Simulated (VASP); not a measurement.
# MgF2 (P4_2/mnm) in VASP: further runs

The runs below take MgF2 through single point, relaxation of cell and atoms, with r2SCAN, PBEsol.

Everything below comes from runs of VASP 6.6.1. Logs are shortened: lines on timing, memory, paths and dates and some standing lists are left out, and cuts for length are marked.

## (1) The cell of the first run

The structure is tetragonal, space group P4_2/mnm (No. 136). Conventional cell: a = 4.638 Å, b = 4.638 Å, c = 3.063 Å, α = 90.00°, β = 90.00°, γ = 90.00°. Mg (site symmetry mmm) has 6 F at 1.99 to 2.00 Å within 2.6 Å. Within 2.6 Å of F (site symmetry m2m) lie 3 Mg at 1.99 to 2.00 Å and 1 F at 2.58 Å.

## (2) Single point, r2SCAN

Contents of POSCAR:

```
MgF2
1.0
    4.6382900969      0.0000000000      0.0000000000
    0.0000000000      4.6382900969      0.0000000000
    0.0000000000      0.0000000000      3.0625603088
Mg F
2 4
Direct
    0.0000000000      0.0000000000      0.0000000000
    0.5000000000      0.5000000000      0.5000000000
    0.3033942654      0.3033942654      0.0000000000
    0.1966057346      0.8033942654      0.5000000000
    0.6966057346      0.6966057346      0.0000000000
    0.8033942654      0.1966057346      0.5000000000
```

Contents of INCAR.step1:

```
ALGO     = Normal         # electronic algorithm
EDIFF    = 1E-5           # SCF threshold, eV
ENCUT    = 660            # plane-wave cutoff, eV
GGA      = PE             # functional
GGA_COMPAT= False        
ISMEAR   = 0              # smearing method
LASPH    = True           # aspherical terms in the spheres
LCHARG   = False          # write CHGCAR
LREAL    = False          # projectors in reciprocal space
LWAVE    = True           # write WAVECAR
NBANDS   = 25             # bands
NELM     = 120            # most SCF steps
PREC     = Accurate       # precision mode
SIGMA    = 0.02           # smearing width, eV
```

Contents of INCAR.step2:

```
ALGO     = Normal         # electronic algorithm
EDIFF    = 1E-6           # SCF threshold, eV
ENCUT    = 660            # plane-wave cutoff, eV
GGA_COMPAT= False        
ISIF     = 2              # what is computed and relaxed
ISMEAR   = 0              # smearing method
ISTART   = 1            
LASPH    = True           # aspherical terms in the spheres
LCHARG   = True           # write CHGCAR
LELF     = True           # ELF
LMIXTAU  = True         
LREAL    = False          # projectors in reciprocal space
LVHAR    = True         
LWAVE    = False          # write WAVECAR
METAGGA  = R2SCAN         # meta-GGA
NBANDS   = 25             # bands
NELM     = 120            # most SCF steps
PREC     = Accurate       # precision mode
SIGMA    = 0.02           # smearing width, eV
```

Contents of KPOINTS:

```
k-points
0
Gamma
  6 6 8
```

Potentials or basis: VASP PAW PBE potentials, release 64 (Mg, F).

On the command line:

```console
> cat potpaw_PBE.64/Mg/POTCAR potpaw_PBE.64/F/POTCAR > POTCAR
> cp INCAR.step1 INCAR
> mpirun -np 1 vasp_std > vasp.out
> cp INCAR.step2 INCAR
> mpirun -np 1 vasp_std > vasp.out
```

OUTCAR:

```text
EDIFF = 1E-6
   ENCUT = 660
   ISIF = 2
   ISMEAR = 0
   ISTART = 1
   LASPH = True
   LREAL = False
   METAGGA = R2SCAN
   NELM = 120
   PREC = Accurate

 ion  position               nearest neighbor table
   1  0.000  0.000  0.000-   3 1.99   5 1.99   4 2.00   6 2.00   4 2.00   6 2.00   2 3.62   2 3.62
                             2 3.62   2 3.62   2 3.62   2 3.62   2 3.62   2 3.62
   2  0.500  0.500  0.500-   4 1.99   6 1.99   5 2.00   3 2.00   3 2.00   5 2.00   1 3.62   1 3.62
                             1 3.62   1 3.62   1 3.62   1 3.62   1 3.62   1 3.62
   3  0.303  0.303  0.000-   1 1.99   2 2.00   2 2.00
   4  0.197  0.803  0.500-   2 1.99   1 2.00   1 2.00
   5  0.697  0.697  0.000-   1 1.99   2 2.00   2 2.00
   6  0.803  0.197  0.500-   2 1.99   1 2.00   1 2.00

  LATTYP: Found a simple tetragonal cell.
 ALAT       =     4.6382900969
 C/A-ratio  =     0.6602778707

  Lattice vectors:

 A1 = (   4.6382900969,   0.0000000000,   0.0000000000)
 A2 = (   0.0000000000,   4.6382900969,   0.0000000000)
 A3 = (   0.0000000000,   0.0000000000,   3.0625603088)

Analysis of symmetry for initial positions (statically):
=====================================================================
 Subroutine PRICEL returns:
 Original cell was already a primitive cell.

 Routine SETGRP: Setting up the symmetry group for a
 simple tetragonal supercell.

 Subroutine GETGRP returns: Found 16 space group operations
 (whereof  8 operations were pure point group operations)
 out of a pool of 16 trial point group operations.

The static configuration has the point symmetry D_2h.
 The point group associated with its full space group is D_4h.

Analysis of symmetry for dynamics (positions and initial velocities):
=====================================================================
 Subroutine PRICEL returns:
 Original cell was already a primitive cell.

 Routine SETGRP: Setting up the symmetry group for a
 simple tetragonal supercell.

 Subroutine GETGRP returns: Found 16 space group operations
 (whereof  8 operations were pure point group operations)
 out of a pool of 16 trial point group operations.

The dynamic configuration has the point symmetry D_2h.
 The point group associated with its full space group is D_4h.

 Subroutine INISYM returns: Found 16 space group operations
 (whereof  8 operations are pure point group operations),
 and found     1 'primitive' translations

----------------------------------------------------------------------------------------

                                     Primitive cell

  volume of cell :      65.8871

  direct lattice vectors                    reciprocal lattice vectors
     4.638290097  0.000000000  0.000000000     0.215596692  0.000000000  0.000000000
     0.000000000  4.638290097  0.000000000     0.000000000  0.215596692  0.000000000
     0.000000000  0.000000000  3.062560309     0.000000000  0.000000000  0.326524182

  length of vectors
     4.638290097  4.638290097  3.062560309     0.215596692  0.215596692  0.326524182

  position of ions in fractional coordinates (direct lattice)
     0.000000000  0.000000000  0.000000000
     0.500000000  0.500000000  0.500000000
     0.303394265  0.303394265  0.000000000
     0.196605735  0.803394265  0.500000000
     0.696605735  0.696605735  0.000000000
     0.803394265  0.196605735  0.500000000

  ion indices of the primitive-cell ions
   primitive index   ion index
                 1           1
                 2           2
                 3           3
                 4           4
                 5           5
                 6           6

----------------------------------------------------------------------------------------

 KPOINTS: k-points

Automatic generation of k-mesh.
 Grid dimensions read from file:
 generate k-points for:    6    6    8

 Generating k-lattice:

  Cartesian coordinates                     Fractional coordinates (reciprocal lattice)
     0.035932782  0.000000000  0.000000000     0.166666667  0.000000000  0.000000000
     0.000000000  0.035932782  0.000000000     0.000000000  0.166666667  0.000000000
     0.000000000  0.000000000  0.040815523     0.000000000  0.000000000  0.125000000

  Length of vectors
     0.035932782  0.035932782  0.040815523

  Shift w.r.t. Gamma in fractional coordinates (k-lattice)
     0.000000000  0.000000000  0.000000000

 Subroutine IBZKPT returns following result:
 ===========================================

 Found     50 irreducible k-points:

 Following reciprocal coordinates:
            Coordinates               Weight
  0.000000  0.000000  0.000000      1.000000
  0.166667  0.000000  0.000000      4.000000
  0.333333  0.000000  0.000000      4.000000
  0.500000  0.000000  0.000000      2.000000
  0.166667  0.166667  0.000000      4.000000
  0.333333  0.166667  0.000000      8.000000
[... 16 lines left out ...]
  0.333333  0.000000  0.250000      8.000000
  0.500000  0.000000  0.250000      4.000000
 [... further k-points ...]
   k-points           NKPTS =     50   k-points in BZ     NKDIM =     50   number of bands    NBANDS=     25
   number of dos      NEDOS =    301   number of ions     NIONS =      6
   total plane-waves  NPLWV =  44800
   dimension x,y,z NGX =    40 NGY =   40 NGZ =   28
   dimension x,y,z NGXF=    80 NGYF=   80 NGZF=   56
   ions per type =               2   4
   NGX,Y,Z   is equivalent  to a cutoff of  14.34, 14.34, 15.20 a.u.
   NGXF,Y,Z  is equivalent  to a cutoff of  28.67, 28.67, 30.40 a.u.
 SYSTEM =  unknown system
   PREC   = accura    normal or accurate (medium, high low for compatibility)
   ISTART =      1    job   : 0-new  1-cont  2-samecut
   ICHARG =      0    charge: 1-file 2-atom 10-const
   ISPIN  =      1    spin polarized calculation?
   LNONCOLLINEAR =      F non collinear calculations
   LSORBIT =      F    spin-orbit coupling
   LASPH  =      T    aspherical Exc in radial PAW
   ENCUT  =  660.0 eV  48.51 Ry    6.96 a.u.   9.72  9.72  6.42*2*pi/ulx,y,z
   NELM   =    120;   NELMIN=  2; NELMDL=  0     # of ELM steps
   EDIFF  = 0.1E-05   stopping-criterion for ELM
   LREAL  =      F    real-space projection
   EDIFFG = 0.1E-04   stopping-criterion for IOM
   NSW    =      0    number of steps for IOM
   IBRION =     -1    ionic relax: 0-MD 1-quasi-New 2-CG
   NFREE  =      0    steps in history (QN), initial steepest desc. (CG)
   ISIF   =      2    stress and relaxation
   ISYM   =      2    0-nonsym 1-usesym 2-fastsym
   POTIM  = 0.5000    time-step for ionic-motion
   TEBEG  =    0.0;   TEEND  =   0.0 temperature during run
   PSTRESS=    0.0 pullay stress
   NELECT =      32.0000    total number of electrons
   NUPDOWN=      -1.0000    fix difference up-down
   EMIN   =  10.00;   EMAX   =-10.00  energy-range for DOS
   EFERMI =   0.00;   METHOD = LEGACY
   ISMEAR =     0;   SIGMA  =   0.02  broadening in eV -4-tet -1-fermi 0-gaus
   EFERMI_NEDOS =   21; number of points for ismear=-14 and -15
   IALGO  =     38    algorithm
   IMIX   =      4    mixing-type and parameters
     AMIX     =   0.40;   BMIX     =  1.00
     AMIX_MAG =   1.60;   BMIX_MAG =  1.00
  volume/ion in A,a.u.               =      10.98        74.10
  Fermi-wavevector in a.u.,A,eV,Ry     =   1.286840  2.431776 22.530677  1.655958
  Thomas-Fermi vector in A             =   2.418891
   LORBIT       =      0    0 simple, 1 ext, 2 COOP (PROOUT), +10 PAW based schemes
   METAGGA = R2SCAN    functional components
   LHFCALC =     F    Hartree Fock is set to
   AEXX    =    0.0000 exact exchange contribution
   IVDW    =     0    specifies the selected vdW correction
   LEPSILON=     F    determine dielectric tensor
   LRPA    =     F    only Hartree local field effects (RPA)
 non-spin polarized calculation
 Gauss-broadening in eV      SIGMA  =   0.02
  energy-cutoff  :      660.00
  volume of cell :       65.89
 maximum number of plane-waves:      2569
 NGX is ok and might be reduce to    40
   NGX = 19   NGY = 19   NGZ = 13

 number of electron      32.0000005 magnetization

 Free energy of the ion-electron system (eV)
  ---------------------------------------------------
  ext. energy  EPLUGINS =         0.00000000
  ---------------------------------------------------
  free energy    TOTEN  =       -43.85111825 eV

  energy without entropy =      -43.85111825  energy(sigma->0) =      -43.85111825

 E-fermi :  -1.8382     XC(G=0): -10.1922

 val. band max:       -1.9230761673   @ k =   0.0000   0.0000   0.0000
 cond. band min:       6.0213504022   @ k =   0.0000   0.0000   0.0000
 fundamental gap:      7.9444265695
 Fermi energy:        -1.8382482903

 k-point     1 :       0.0000    0.0000    0.0000
  band No.  band energies     occupation
      1     -23.7483      2.00000
      2     -22.9848      2.00000
      3     -22.9848      2.00000
      4     -22.9022      2.00000
      5      -5.9195      2.00000
      6      -4.3851      2.00000
[... 17 lines left out ...]
     24      17.7580      0.00000
     25      17.7580      0.00000

 k-point     2 :       0.1667    0.0000    0.0000
  band No.  band energies     occupation
      1     -23.7058      2.00000
      2     -23.0686      2.00000
      3     -22.9732      2.00000
      4     -22.8779      2.00000
      5      -5.8193      2.00000
      6      -4.3476      2.00000
[... 17 lines left out ...]
     24      17.4770      0.00000
     25      17.8597      0.00000

 k-point     3 :       0.3333    0.0000    0.0000
  band No.  band energies     occupation
      1     -23.5869      2.00000
      2     -23.2300      2.00000
      3     -22.9424      2.00000
      4     -22.8767      2.00000
      5      -5.5552      2.00000
      6      -4.7767      2.00000
[... 17 lines left out ...]
     24      17.1122      0.00000
     25      17.6163      0.00000

 k-point     4 :       0.5000    0.0000    0.0000
  band No.  band energies     occupation
      1     -23.4162      2.00000
      2     -23.4162      2.00000
      3     -22.9044      2.00000
      4     -22.9044      2.00000
      5      -5.1948      2.00000
      6      -5.1948      2.00000
[... 17 lines left out ...]
     24      16.7846      0.00000
     25      17.6462      0.00000
[... 477 lines left out ...]
 k-point    22 :       0.1667    0.0000    0.2500
  band No.  band energies     occupation
      1     -23.5235      2.00000
      2     -23.0316      2.00000
      3     -22.9432      2.00000
      4     -22.9098      2.00000
      5      -5.4858      2.00000
      6      -4.3904      2.00000
[... 17 lines left out ...]
     24      16.6330      0.00000
     25      17.2166      0.00000

 k-point    23 :       0.3333    0.0000    0.2500
  band No.  band energies     occupation
      1     -23.4292      2.00000
      2     -23.1532      2.00000
      3     -22.9287      2.00000
      4     -22.9015      2.00000
      5      -5.2707      2.00000
      6      -4.6581      2.00000
[... 17 lines left out ...]
     24      15.8572      0.00000
     25      16.3874      0.00000

 k-point    24 :       0.5000    0.0000    0.2500
  band No.  band energies     occupation
      1     -23.2958      2.00000
      2     -23.2958      2.00000
      3     -22.9117      2.00000
      4     -22.9117      2.00000
      5      -4.9737      2.00000
      6      -4.9737      2.00000
[... 17 lines left out ...]
     24      15.3706      0.00000
     25      16.9099      0.00000

 [... further k-points ...]

------------------------ aborting loop because EDIFF is reached ----------------------------------------

  FORCE on cell =-STRESS in cart. coord.  units (eV):
  Direction    XX          YY          ZZ          XY          YZ          ZX
  --------------------------------------------------------------------------------------
  -------------------------------------------------------------------------------------
  Total       -1.0480439     -1.0480439     -1.2562376      0.0000000      0.0000000      0.0000000
  in kB      -25.4852918    -25.4852918    -30.5479379      0.0000000      0.0000000      0.0000000
  external PRESSURE =     -27.1728405 kB  Pullay stress =       0.0000000 kB

 VOLUME and BASIS-vectors are now :
 -----------------------------------------------------------------------------
  energy-cutoff  :      660.00
  volume of cell :       65.89
      direct lattice vectors                 reciprocal lattice vectors
     4.638290097  0.000000000  0.000000000     0.215596692  0.000000000  0.000000000
     0.000000000  4.638290097  0.000000000     0.000000000  0.215596692  0.000000000
     0.000000000  0.000000000  3.062560309     0.000000000  0.000000000  0.326524182

 POSITION                                       TOTAL-FORCE (eV/Angst)
 -----------------------------------------------------------------------------------
      0.00000      0.00000      0.00000        -0.000000     -0.000000      0.000000
      2.31915      2.31915      1.53128        -0.000000     -0.000000      0.000000
      1.40723      1.40723      0.00000        -0.003293     -0.003293     -0.000000
      0.91191      3.72638      1.53128         0.003293     -0.003293      0.000000
      3.23106      3.23106      0.00000         0.003293      0.003293      0.000000
      3.72638      0.91191      1.53128        -0.003293      0.003293      0.000000
 -----------------------------------------------------------------------------------
    total drift:                                0.000000      0.000000     -0.000000

  FREE ENERGIE OF THE ION-ELECTRON SYSTEM (eV)
  ---------------------------------------------------
  free  energy   TOTEN  =       -43.8511182468 eV

  energy  without entropy=      -43.8511182468  energy(sigma->0) =      -43.85111825
```

Run time: 2.8 min. Hardware: 1 thread of Intel Xeon 6975P-C (Granite Rapids), shared host; peak memory 0.27 GiB.

What came out:

```
Free energy            : -43.8511 eV
Pressure               : -2.7 GPa
Largest force          : 0.005 eV/Å
Band gap on the k mesh : 7.94 eV
```

Forces on the atoms (eV/Å):
```
Mg   0.000  0.000  0.000
Mg   0.000  0.000  0.000
F   -0.003 -0.003  0.000
F    0.003 -0.003  0.000
F    0.003  0.003  0.000
F   -0.003  0.003  0.000
```

Caveat: the PAW data sets were made with another functional, which shifts forces and pressure a little. A k mesh can miss the band edges.

(Continued in part 2 of 2.)
